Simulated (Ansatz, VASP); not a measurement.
## Mn in VASP and in Ansatz

Contents of INCAR:

```
ALGO = Normal
EDIFF = 1E-6
ENCUT = 500
GGA = PE
GGA_COMPAT = False
ISIF = 2
ISMEAR = 0
ISPIN = 2
LASPH = True
LCHARG = True
LELF = True
LMAXMIX = 4
LORBIT = 11
LREAL = False
LVHAR = True
LWAVE = False
MAGMOM = 4
NBANDS = 16
NELM = 200
PREC = Accurate
SIGMA = 0.1
```

The input KPOINTS:

```
k-points
0
Gamma
  10 10 10
```

Contents of POSCAR:

```
Mn
1.0
   -1.3058206205      1.3058206205      1.9866155791
    1.3058206205     -1.3058206205      1.9866155791
    1.3058206205      1.3058206205     -1.9866155791
Mn
1
Direct
    0.0000000000      0.0000000000      0.0000000000
```

Input for Ansatz:

```yaml
crystal:
  lattice:
    - [-1.3058206205, 1.3058206205, 1.9866155791]
    - [1.3058206205, -1.3058206205, 1.9866155791]
    - [1.3058206205, 1.3058206205, -1.9866155791]
  atoms:
    - { symbol: Mn, position: [0.0, 0.0, 0.0], spin: 4.0 }
basis:
  ecutwfc: 420
kpoints:
  mp_grid: { grid: [10, 10, 10] }
hamiltonian:
  xc: pbe
scf:
  occupations: { method: gaussian, width: 0.1 }
  lower_state_search: "off"
output:
  forces: true
  stress: true
  eigenvalues: true
  populations: true
magnetization:
  spin_polarized: true
```

Alike in both runs: task single point; functional PBE; k mesh 10 × 10 × 10; occupations gaussian, width 0.1 eV; collinear spin.

|  | VASP | Ansatz |
| --- | --- | --- |
| version | VASP 6.6.1 | Ansatz 0.2.0 |
| potentials or method | VASP PAW PBE potentials, release 64 (Mn_pv), cutoff 500 eV | scalar-relativistic, plane waves, PAW |
| valence electrons in the cell | 13 | 15 |

Ansatz gave:

| Quantity | Value |
| --- | --- |
| gap on the k mesh at the Fermi level (eV) | none |
| net moment per atom (μB) | 1.45 |
| size of the moment on the site where the two differ most (μB) | 1.44 |

Q: Estimate VASP's values.

A: gap on the k mesh at the Fermi level (eV): none; net moment per atom (μB): 1.53; size of the moment on the site where the two differ most (μB): 1.52.

Site moments also hang on the region over which each program counts them. A gap of «none» marks a metal or a gap that the smearing closes. VASP's potentials hold 13 valence electrons a cell and Ansatz's 15, so a difference there can come from the potentials and not from the codes.
